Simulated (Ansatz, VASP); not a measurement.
GaN in VASP and in Ansatz

```xyz
4
Lattice="3.2163 0.0000 0.0000 0.0000 4.5485 0.0000 0.0000 0.0000 17.6081" Properties=species:S:1:pos:R:3 pbc="T T T"
Ga    0.0000    3.9799    8.0000
Ga    1.6081    1.7057    9.6081
N     1.6081    2.8428    8.0000
N     0.0000    0.5686    9.6081
```

Alike in both runs: task single point; functional PBE; k mesh 8 × 6 × 1; occupations fermi-dirac, width 0.02 eV; no spin polarisation.

```csv
,VASP,Ansatz
version,VASP 6.6.1,Ansatz 0.2.0
potentials or method,"VASP PAW PBE potentials, release 64 (Ga_d, N)","PAW with Ansatz's default frozen-core files, scalar-relativistic"
plane-wave cutoff (eV),520,420
valence electrons in the cell,36,36
```

```tsv
	VASP	Ansatz	Ansatz less VASP
gap on the k mesh at the Fermi level (eV)	0.91	0.92	+0.006
rms of the force components (eV/Å)	1.131	1.137	+0.0063
```

With one functional, cell and mesh, what is left measures potentials, basis and numerics.
